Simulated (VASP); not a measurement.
# Te2Mo (P6_3/mmc) in VASP: further runs, part 2 of 2

VASP 6.6.1.

## Step 3: Single point, BHLYP

The input, POSCAR:

```
Te2Mo
1.0
    3.5182000000      0.0000000000      0.0000000000
   -1.7591000000      3.0468505756      0.0000000000
    0.0000000000      0.0000000000     13.9736000000
Te Mo
4 2
Direct
    0.6666666667      0.3333333333      0.3790000000
    0.3333333333      0.6666666667      0.8790000000
    0.6666666667      0.3333333333      0.1210000000
    0.3333333333      0.6666666667      0.6210000000
    0.6666666667      0.3333333333      0.7500000000
    0.3333333333      0.6666666667      0.2500000000
```

The input, INCAR.step1:

```
SYSTEM = Te2Mo
  ALGO = Normal
  EDIFF = 1E-5
  ENCUT = 520
  GGA = PE
  ISIF = 2
  ISMEAR = -1
  LASPH = .TRUE.
  LCHARG = .FALSE.
  LREAL = .FALSE.
  LWAVE = .TRUE.
  NBANDS = 35
  NELM = 80
  PREC = Accurate
  SIGMA = 0.05
```

The input, INCAR.step2:

```
SYSTEM = Te2Mo
  AEXX = 0.5
  AGGAC = 1.0
  AGGAX = 0.5
  ALDAC = 0.0
  ALDAX = 0.5
  ALGO = Normal
  EDIFF = 1E-6
  ENCUT = 520
  GGA = B5
  ISIF = 2
  ISMEAR = -1
  ISTART = 1
  LASPH = .TRUE.
  LCHARG = .FALSE.
  LHFCALC = .TRUE.
  LREAL = .FALSE.
  LWAVE = .FALSE.
  NBANDS = 35
  NELM = 80
  PREC = Accurate
  PRECFOCK = Fast
  SIGMA = 0.05
```

The input, KPOINTS:

```
k-points
0
G
  5 5 1
  0 0 0
```

Potentials or basis: VASP PAW PBE potentials, release 64 (Te, Mo_sv).

Started as:

```bash
> cat potpaw_PBE.64/Te/POTCAR potpaw_PBE.64/Mo_sv/POTCAR > POTCAR
> cp INCAR.step1 INCAR
> mpirun -np 1 vasp_std > vasp.out
> cp INCAR.step2 INCAR
> mpirun -np 1 vasp_std > vasp.out
```

OUTCAR:

```text
SYSTEM = Te2Mo
   AEXX = 0.5
   EDIFF = 1E-6
   ENCUT = 520
   GGA = B5
   ISIF = 2
   ISMEAR = -1
   ISTART = 1
   LASPH = .TRUE.
   LHFCALC = .TRUE.
   LREAL = .FALSE.
   NELM = 80
   PREC = Accurate
   PRECFOCK = Fast

 ion  position               nearest neighbor table
   1  0.667  0.333  0.379-   6 2.72   6 2.72   6 2.72   3 3.61
   2  0.333  0.667  0.879-   5 2.72   5 2.72   5 2.72   4 3.61
   3  0.667  0.333  0.121-   6 2.72   6 2.72   6 2.72   1 3.61
   4  0.333  0.667  0.621-   5 2.72   5 2.72   5 2.72   2 3.61
   5  0.667  0.333  0.750-   2 2.72   4 2.72   2 2.72   4 2.72   2 2.72   4 2.72
   6  0.333  0.667  0.250-   1 2.72   3 2.72   1 2.72   3 2.72   1 2.72   3 2.72

  LATTYP: Found a hexagonal cell.
 ALAT       =     3.5182000000
 C/A-ratio  =     3.9718037633

  Lattice vectors:

 A1 = (   3.5182000000,   0.0000000000,   0.0000000000)
 A2 = (  -1.7591000000,   3.0468505756,   0.0000000000)
 A3 = (   0.0000000000,   0.0000000000,  13.9736000000)

Analysis of symmetry for initial positions (statically):
=====================================================================
 Subroutine PRICEL returns:
 Original cell was already a primitive cell.

 Routine SETGRP: Setting up the symmetry group for a
 hexagonal supercell.

 Subroutine GETGRP returns: Found 24 space group operations
 (whereof 12 operations were pure point group operations)
 out of a pool of 24 trial point group operations.

The static configuration has the point symmetry D_3d.
 The point group associated with its full space group is D_6h.

Analysis of symmetry for dynamics (positions and initial velocities):
=====================================================================
 Subroutine PRICEL returns:
 Original cell was already a primitive cell.
[... 122 lines left out ...]
   GGA     = B5    functional components
   LHFCALC =     T    Hartree Fock is set to
   PRECFOCK=fast      Normal, Fast or Accurate (Low or Medium for compatibility)
   ENCUT4O =  -1.0   cutoff for four orbital integrals eV
   NKREDX  =     1    reduce k-point grid by
   NKREDY  =     1    reduce k-point grid by
   NKREDZ  =     1    reduce k-point grid by
   AEXX    =    0.5000 exact exchange contribution
   HFSCREEN=    0.0000 screening length (either q_TF or 0.3 A-1)
   HFSCREENC=   0.0000 screening length for correlation (either q_TF or 0.3 A-1)
   ENCUTFOCK=  -1.0 apply spherical cutoff to Coloumb kernel
   IVDW    =     0    specifies the selected vdW correction
   LEPSILON=     F    determine dielectric tensor
   LRPA    =     F    only Hartree local field effects (RPA)
 non-spin polarized calculation
  energy-cutoff  :      520.00
  volume of cell :      149.79
 maximum number of plane-waves:      4095
 NGX is ok and might be reduce to    28
  NGX = 16; NGY = 16; NGZ = 64

 number of electron      51.9999997 magnetization

 Free energy of the ion-electron system (eV)
  ---------------------------------------------------
  ext. energy  EPLUGINS =         0.00000000
  ---------------------------------------------------
  free energy    TOTEN  =       -55.67143281 eV

  energy without entropy =      -55.67143281  energy(sigma->0) =      -55.67143281

 E-fermi :   8.4826     XC(G=0):  -5.4246

 val. band max:        7.2071365129   @ k =   0.0000   0.0000   0.0000
 cond. band min:      10.2126046831   @ k =   0.2000   0.2000   0.0000
 fundamental gap:      3.0054681701
 Fermi energy:         8.4825943837

 k-point     1 :       0.0000    0.0000    0.0000
  band No.  band energies     occupation
      1     -61.7717      2.00000
      2     -61.7717      2.00000
      3     -33.1586      2.00000
      4     -33.1585      2.00000
      5     -32.9869      2.00000
      6     -32.9869      2.00000
[... 179 lines left out ...]
     34      14.5055      0.00000
     35      14.5984      0.00000

------------------------ aborting loop because EDIFF is reached ----------------------------------------

  FORCE on cell =-STRESS in cart. coord.  units (eV):
  Direction    XX          YY          ZZ          XY          YZ          ZX
  --------------------------------------------------------------------------------------
  -------------------------------------------------------------------------------------
  Total        1.6383031      1.6383031     -0.0674558      0.0000000      0.0000000     -0.0000000
  in kB       17.5236607     17.5236607     -0.7215226      0.0000000      0.0000000     -0.0000000
  external PRESSURE =      11.4419330 kB  Pullay stress =       0.0000000 kB

 VOLUME and BASIS-vectors are now :
 -----------------------------------------------------------------------------
  energy-cutoff  :      520.00
  volume of cell :      149.79
      direct lattice vectors                 reciprocal lattice vectors
     3.518200000  0.000000000  0.000000000     0.284236257  0.164103880  0.000000000
    -1.759100000  3.046850576  0.000000000     0.000000000  0.328207759  0.000000000
     0.000000000  0.000000000 13.973600000     0.000000000  0.000000000  0.071563520

 POSITION                                       TOTAL-FORCE (eV/Angst)
 -----------------------------------------------------------------------------------
      1.75910      1.01562      5.29599         0.000000     -0.000000     -0.625293
     -0.00000      2.03123     12.28279        -0.000000      0.000000     -0.625293
      1.75910      1.01562      1.69081         0.000000      0.000000      0.625293
     -0.00000      2.03123      8.67761        -0.000000      0.000000      0.625293
      1.75910      1.01562     10.48020         0.000000      0.000000      0.000000
     -0.00000      2.03123      3.49340         0.000000      0.000000      0.000000
 -----------------------------------------------------------------------------------
    total drift:                                0.000000     -0.000000      0.000000

  FREE ENERGIE OF THE ION-ELECTRON SYSTEM (eV)
  ---------------------------------------------------
  free  energy   TOTEN  =       -55.6714328112 eV

  energy  without entropy=      -55.6714328112  energy(sigma->0) =      -55.67143281
```

OUTCAR.step1:

```text
SYSTEM = Te2Mo
   EDIFF = 1E-5
   ENCUT = 520
   GGA = PE
   ISIF = 2
[... 408 lines left out ...]
      1.75910      1.01562      1.69081         0.000000      0.000000     -0.148556
     -0.00000      2.03123      8.67761         0.000000      0.000000     -0.148556
      1.75910      1.01562     10.48020        -0.000000      0.000000      0.000000
     -0.00000      2.03123      3.49340         0.000000     -0.000000      0.000000
 -----------------------------------------------------------------------------------
    total drift:                               -0.000000      0.000000     -0.000000

  FREE ENERGIE OF THE ION-ELECTRON SYSTEM (eV)
  ---------------------------------------------------
  free  energy   TOTEN  =       -35.9299646048 eV

  energy  without entropy=      -35.9298219164  energy(sigma->0) =      -35.92989326
```

OSZICAR.step1:

```text
N       E                     dE             d eps       ncg     rms          rms(c)
DAV:   1     0.398448707130E+03    0.39845E+03   -0.26786E+04   390   0.133E+03
DAV:   2    -0.146296935945E+02   -0.41308E+03   -0.39846E+03   421   0.322E+02
DAV:   3    -0.366425879125E+02   -0.22013E+02   -0.21573E+02   436   0.640E+01
DAV:   4    -0.371821595031E+02   -0.53957E+00   -0.53743E+00   417   0.991E+00
DAV:   5    -0.371954388432E+02   -0.13279E-01   -0.13264E-01   441   0.163E+00    0.217E+01
DAV:   6    -0.364277986275E+02    0.76764E+00   -0.59903E+00   382   0.130E+01    0.881E+00
DAV:   7    -0.363857898551E+02    0.42009E-01   -0.53046E+00   367   0.106E+01    0.617E+00
DAV:   8    -0.359313561455E+02    0.45443E+00   -0.11030E+00   373   0.550E+00    0.256E+00
DAV:   9    -0.359374856953E+02   -0.61295E-02   -0.19264E-01   406   0.198E+00    0.111E+00
DAV:  10    -0.359298336588E+02    0.76520E-02   -0.38458E-02   374   0.112E+00    0.338E-01
DAV:  11    -0.359301127488E+02   -0.27909E-03   -0.20476E-03   392   0.220E-01    0.176E-01
DAV:  12    -0.359300098383E+02    0.10291E-03   -0.19350E-04   409   0.709E-02    0.150E-01
DAV:  13    -0.359299655794E+02    0.44259E-04   -0.14256E-04   377   0.616E-02    0.448E-02
DAV:  14    -0.359299646048E+02    0.97459E-06   -0.10607E-05   212   0.149E-02
   1 F= -.35929965E+02 E0= -.35929893E+02  d E =-.142688E-03
```

Run time: 47 min. Hardware: 1 thread of AMD EPYC 7R13, shared host; peak memory 0.27 GiB.

What came out:

```
Free energy            : -55.6714 eV
Pressure               : 1.1 GPa
Largest force          : 0.625 eV/Å
Band gap on the k mesh : 3.01 eV (least direct gap 3.73 eV)
```

Forces on the atoms (eV/Å):
```
Te   0.000  0.000 -0.625
Te   0.000  0.000 -0.625
Te   0.000  0.000  0.625
Te   0.000  0.000  0.625
Mo   0.000  0.000  0.000
Mo   0.000  0.000  0.000
```

Caveat: the k points lie up to 0.45 Å⁻¹ apart; the PAW data sets were made with another functional, which shifts forces and pressure a little; spin-orbit coupling is left out, which moves the levels of the heavy elements. A k mesh can miss the band edges.

## Step 4: Single point, r2SCAN

This run uses another cell than the first one, of 19.19 Å³/atom.

The input, POSCAR:

```
Te2Mo
1.0
    3.2625708186      0.0000000000      0.0000000000
   -1.6312854093      2.8254692105      0.0000000000
    0.0000000000      0.0000000000     12.4919726827
Te Mo
4 2
Direct
    0.6666666667      0.3333333333      0.3956404028
    0.3333333333      0.6666666667      0.8956404028
    0.6666666667      0.3333333333      0.1043595972
    0.3333333333      0.6666666667      0.6043595972
    0.6666666667      0.3333333333      0.7500000000
    0.3333333333      0.6666666667      0.2500000000
```

The input, INCAR.step1:

```
  PREC = Accurate
  ENCUT = 520
  ISMEAR = -1
  SIGMA = 0.05
  LREAL = F
  LASPH = T
  NELM = 100
  NBANDS = 35
  GGA = PE
  ALGO = Normal
  EDIFF = 1E-4
  LWAVE = T
  LCHARG = F
```

The input, INCAR.step2:

```
  PREC = Accurate
  ENCUT = 520
  EDIFF = 1E-6
  ISMEAR = -1
  SIGMA = 0.05
  LREAL = F
  LASPH = T
  NELM = 100
  ALGO = Normal
  ISIF = 2
  LWAVE = F
  LCHARG = T
  METAGGA = R2SCAN
  LMIXTAU = T
  LELF = T
  LVHAR = T
  NBANDS = 35
  ISTART = 1
```

The input, KPOINTS:

```
regular mesh
0
Gamma
  9 9 2
```

Started as:

```bash
> cat potpaw_PBE.64/Te/POTCAR potpaw_PBE.64/Mo_sv/POTCAR > POTCAR
> cp INCAR.step1 INCAR
> mpirun -np 1 vasp_std > vasp.out
> cp INCAR.step2 INCAR
> mpirun -np 1 vasp_std > vasp.out
```

Run time: 3.4 min. Hardware: 1 thread of AMD EPYC 9R45 (Zen 5), shared host; peak memory 0.25 GiB.

It converged, with:

* Free energy: -152.7920 eV
* Pressure: 30.1 GPa
* Largest force: 0.032 eV/Å
* Band gap on the k mesh: zero (bands 26 and 27 overlap by 0.71 eV)

Forces on the atoms (eV/Å):
```
Te   0.000  0.000  0.032
Te   0.000  0.000  0.032
Te   0.000  0.000 -0.032
Te   0.000  0.000 -0.032
Mo   0.000  0.000  0.000
Mo   0.000  0.000  0.000
```

Levels at points of the mesh, in eV from the Fermi level:
```tsv
k point	band 23	band 24	band 25	band 26	band 27	band 28	band 29	band 30
(0.00, 0.00, 0.00)	-1.42	-1.42	-0.08	0.32	2.97	2.97	3.06	3.06
(0.00, 0.00, 0.50)	-1.49	-1.49	0.07	0.07	2.99	2.99	2.99	2.99
```

Caveat: the cell stands under pressure; the PAW data sets were made with another functional, which shifts forces and pressure a little; spin-orbit coupling is left out, which moves the levels of the heavy elements.

## Step 5: Single point, r2SCAN

This run uses another cell than the first one, of 20.48 Å³/atom.

The input, POSCAR:

```
Te2Mo
1.0
    3.3332994349      0.0000000000      0.0000000000
   -1.6666497174      2.8867219890      0.0000000000
    0.0000000000      0.0000000000     12.7710961658
Te Mo
4 2
Direct
    0.6666666667      0.3333333333      0.3921382460
    0.3333333333      0.6666666667      0.8921382460
    0.6666666667      0.3333333333      0.1078617540
    0.3333333333      0.6666666667      0.6078617540
    0.6666666667      0.3333333333      0.7500000000
    0.3333333333      0.6666666667      0.2500000000
```

The input, INCAR.step1:

```
SYSTEM = Te2Mo
PREC = Accurate
ENCUT = 520
ISMEAR = -1
SIGMA = 0.05
LREAL = .FALSE.
LASPH = .TRUE.
NELM = 100
NBANDS = 35
GGA = PE
ALGO = Normal
EDIFF = 1E-4
LWAVE = .TRUE.
LCHARG = .FALSE.
```

The input, INCAR.step2:

```
SYSTEM = Te2Mo
PREC = Accurate
ENCUT = 520
EDIFF = 1E-6
ISMEAR = -1
SIGMA = 0.05
LREAL = .FALSE.
LASPH = .TRUE.
NELM = 100
ALGO = Normal
ISIF = 2
LWAVE = .FALSE.
LCHARG = .FALSE.
METAGGA = R2SCAN
LMIXTAU = .TRUE.
NBANDS = 35
ISTART = 1
```

The input, KPOINTS:

```
regular mesh
0
G
  9 9 2
  0 0 0
```

Potentials or basis: VASP PAW PBE potentials, release 64 (Te, Mo_sv).

Started as:

```bash
> cat potpaw_PBE.64/Te/POTCAR potpaw_PBE.64/Mo_sv/POTCAR > POTCAR
> cp INCAR.step1 INCAR
> mpirun -np 1 vasp_std > vasp.out
> cp INCAR.step2 INCAR
> mpirun -np 1 vasp_std > vasp.out
```

OUTCAR:

```text
SYSTEM = Te2Mo
   PREC = Accurate
   ENCUT = 520
   EDIFF = 1E-6
   ISMEAR = -1
   LREAL = .FALSE.
   LASPH = .TRUE.
   NELM = 100
   ISIF = 2
   METAGGA = R2SCAN
   ISTART = 1

 ion  position               nearest neighbor table
   1  0.667  0.333  0.392-   6 2.65   6 2.65   6 2.65   4 3.36   4 3.36   4 3.36   3 3.63
   2  0.333  0.667  0.892-   5 2.65   5 2.65   5 2.65   3 3.36   3 3.36   3 3.36   4 3.63
   3  0.667  0.333  0.108-   6 2.65   6 2.65   6 2.65   2 3.36   2 3.36   2 3.36   1 3.63
   4  0.333  0.667  0.608-   5 2.65   5 2.65   5 2.65   1 3.36   1 3.36   1 3.36   2 3.63
[... 1120 lines left out ...]
  -------------------------------------------------------------------------------------
  Total       15.4449488     15.4449488     15.4799414      0.0000000      0.0000000      0.0000000
  in kB      201.3675986    201.3675986    201.8238246      0.0000000      0.0000000      0.0000000
  external PRESSURE =     201.5196740 kB  Pullay stress =       0.0000000 kB

 VOLUME and BASIS-vectors are now :
 -----------------------------------------------------------------------------
  energy-cutoff  :      520.00
  volume of cell :      122.89
      direct lattice vectors                 reciprocal lattice vectors
     3.333299435  0.000000000  0.000000000     0.300003051  0.173206842  0.000000000
    -1.666649717  2.886721989  0.000000000     0.000000000  0.346413684  0.000000000
     0.000000000  0.000000000 12.771096166     0.000000000  0.000000000  0.078301814

 POSITION                                       TOTAL-FORCE (eV/Angst)
 -----------------------------------------------------------------------------------
      1.66665      0.96224      5.00804         0.000000      0.000000      0.033329
     -0.00000      1.92448     11.39358         0.000000     -0.000000      0.033329
      1.66665      0.96224      1.37751         0.000000      0.000000     -0.033329
     -0.00000      1.92448      7.76306         0.000000     -0.000000     -0.033329
      1.66665      0.96224      9.57832         0.000000      0.000000     -0.000000
     -0.00000      1.92448      3.19277        -0.000000      0.000000     -0.000000
 -----------------------------------------------------------------------------------
    total drift:                               -0.000000      0.000000     -0.000000

  FREE ENERGIE OF THE ION-ELECTRON SYSTEM (eV)
  ---------------------------------------------------
  free  energy   TOTEN  =      -153.9884223857 eV

  energy  without entropy=     -153.9829724060  energy(sigma->0) =     -153.98569740
```

OUTCAR.step1:

```text
SYSTEM = Te2Mo
   PREC = Accurate
   ENCUT = 520
   ISMEAR = -1
   LREAL = .FALSE.
   LASPH = .TRUE.
[... 1148 lines left out ...]
     -0.00000      1.92448      7.76306         0.000000      0.000000     -0.402186
      1.66665      0.96224      9.57832        -0.000000     -0.000000     -0.000000
     -0.00000      1.92448      3.19277         0.000000      0.000000     -0.000000
 -----------------------------------------------------------------------------------
    total drift:                               -0.000000      0.000000     -0.000000

  FREE ENERGIE OF THE ION-ELECTRON SYSTEM (eV)
  ---------------------------------------------------
  free  energy   TOTEN  =       -34.5232767651 eV

  energy  without entropy=      -34.5158029199  energy(sigma->0) =      -34.51953984
```

It took 4.8 min on 1 thread of AMD EPYC 9R45 (Zen 5), shared host; peak memory 0.3 GiB.

What came out:

| Item | Value |
| --- | --- |
| Free energy | -153.9884 eV |
| Pressure | 20.2 GPa |
| Largest force | 0.033 eV/Å |
| Band gap on the k mesh | zero (bands 26 and 27 overlap by 0.08 eV) |

Forces on the atoms (eV/Å):
```
Te   0.000  0.000  0.033
Te   0.000  0.000  0.033
Te   0.000  0.000 -0.033
Te   0.000  0.000 -0.033
Mo   0.000  0.000  0.000
Mo   0.000  0.000  0.000
```

Levels at points of the mesh, in eV from the Fermi level:
```
           k point  band 24  band 25  band 26  band 27  band 28  band 29
(0.00, 0.00, 0.00)    -1.49    -0.21     0.02     2.84     2.84     2.98
(0.00, 0.00, 0.50)    -1.54    -0.13    -0.13     2.87     2.87     2.87
```

Caveat: the cell stands under pressure; the PAW data sets were made with another functional, which shifts forces and pressure a little; spin-orbit coupling is left out, which moves the levels of the heavy elements.

## Step 6: Overview

```csv
level,cell,k mesh,cutoff (eV),grid for exact exchange (PRECFOCK),share of exact exchange,gap on the mesh (eV),pressure (GPa),largest force (eV/Å)
"b88 exchange, pbe correlation","a = 3.518, b = 3.518, c = 13.974 Å, angles 90.0, 90.0, 120.0°, 6 atoms, atomic positions A",9 × 9 × 2,500,-,-,0.78,2.9,0.17
BHLYP,"a = 3.518, b = 3.518, c = 13.974 Å, angles 90.0, 90.0, 120.0°, 6 atoms, atomic positions A",5 × 5 × 1,520,Fast,0.5,3.01,1.1,0.63
r2SCAN,"a = 3.263, b = 3.263, c = 12.492 Å, angles 90.0, 90.0, 120.0°, 6 atoms, atomic positions B",9 × 9 × 2,520,-,-,none,30.1,0.03
r2SCAN,"a = 3.333, b = 3.333, c = 12.771 Å, angles 90.0, 90.0, 120.0°, 6 atoms, atomic positions C",9 × 9 × 2,520,-,-,none,20.2,0.03
```

Alike in all rows: task single point; potentials or basis VASP PAW PBE potentials, release 64 (Te, Mo_sv); no spin polarisation; smearing fermi-dirac 0.05 eV.

Caveats: some runs use coarse meshes; the PAW data sets were made with another functional, which shifts forces and pressure a little; spin-orbit coupling is left out, which moves the levels of the heavy elements; the cell stands under pressure (at least some runs); semilocal functionals underestimate gaps, and a narrow one can read as zero (at least some runs).

Total energies depend on the potentials used, so only differences within one code and one set of settings carry meaning.

The gap in the log of VASP goes by the Fermi energy; the results here count the filled bands.